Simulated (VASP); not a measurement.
# Si: single point with PBE

System: Si, a slab with vacuum.

```
Si
1.0
     3.86754    0.00000    0.00000
    -1.93377    3.34938    0.00000
     0.00000    0.00000   19.43730
Si
5
Direct
  0.33333 0.66667 0.20579
  0.00000 0.00000 0.24641
  0.00000 0.00000 0.37487
  0.66667 0.33333 0.40835
  0.33333 0.66667 0.32916
```

```json
{"Program": "VASP 6.6.1", "Task": "single point", "Functional": "PBE", "Potentials or basis": "VASP PAW PBE potentials, release 64 (Si)", "Cutoff": "520 eV", "k mesh": "9 × 9 × 1", "Occupations": "gaussian, width 0.05 eV", "Spin": "collinear spin", "Starting moments": "[0.0, 0.0, 0.0, 0.0, 2.0] μB", "Dipole correction": "yes", "Further INCAR settings": "ALGO = Normal; EDIFF = 1e-06; NBANDS = 22"}
```

```json
{
  "Largest force": "0.409 eV/Å",
  "Band gap on the k mesh": "zero (filled and empty bands overlap)",
  "Net moment": "0.00 μB per cell",
  "Valence electrons inside the program's atomic spheres": "Si 1.68, 1.63, 1.70, 1.66, 1.64"
}
```

Forces in eV/Å, atoms in the order of the input:
```
Si   0.000  0.000 -0.409
Si   0.000  0.000  0.033
Si   0.000  0.000  0.039
Si   0.000  0.000  0.335
Si   0.000  0.000  0.003
```

Levels at points of the mesh, in eV from the Fermi level:
Spin up:
```tsv
k point	band 8	band 9	band 10	band 11	band 12	band 13
(0.00, 0.00, 0.00)	-2.05	-1.81	-0.82	-0.82	0.46	1.27
```
Spin down:
```
           k point  band 7  band 8  band 9  band 10  band 11  band 12  band 13  band 14
(0.00, 0.00, 0.00)   -2.05   -2.05   -1.81    -0.82    -0.82     0.46     1.27     2.01
```

Wall time 9.6 min on 1 thread of Intel Xeon 8259CL, with other jobs on the host, peak memory 0.49 GiB.
